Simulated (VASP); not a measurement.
MgF2 (Sellaite):

```xyz
6
Lattice="4.6220 0.0000 0.0000 0.0000 4.6220 0.0000 0.0000 0.0000 3.0461" Properties=species:S:1:pos:R:3 pbc="T T T"
Mg    0.0000    0.0000    0.0000
Mg    2.3110    2.3110    1.5231
F     1.4002    1.4002    0.0000
F     0.9108    3.7113    1.5231
F     3.2218    3.2218    0.0000
F     3.7113    0.9108    1.5231
```

Base run:

```yaml
Program: VASP 6.6.1
Functional: HSE06
Potentials_or_basis: VASP PAW PBE potentials, release 64 (Mg, F)
Cutoff: 520 eV
k_mesh: 4 × 4 × 6
Occupations: gaussian, width 0.01 eV
Spin: no spin polarisation
```

Its results: band gap on the k mesh 9.41 eV, direct; pressure 0.7 GPa; largest force 0.016 eV/Å.

Q: The run is repeated on the same cell with these changes: functional from HSE06 to r2SCANh; cutoff from 520 eV to 580 eV. What comes out?

A: Band gap on the k mesh 9.12 eV, direct; pressure -2.0 GPa; largest force 0.018 eV/Å.

Caveats: the PAW data sets were made with another functional, which shifts forces and pressure a little.

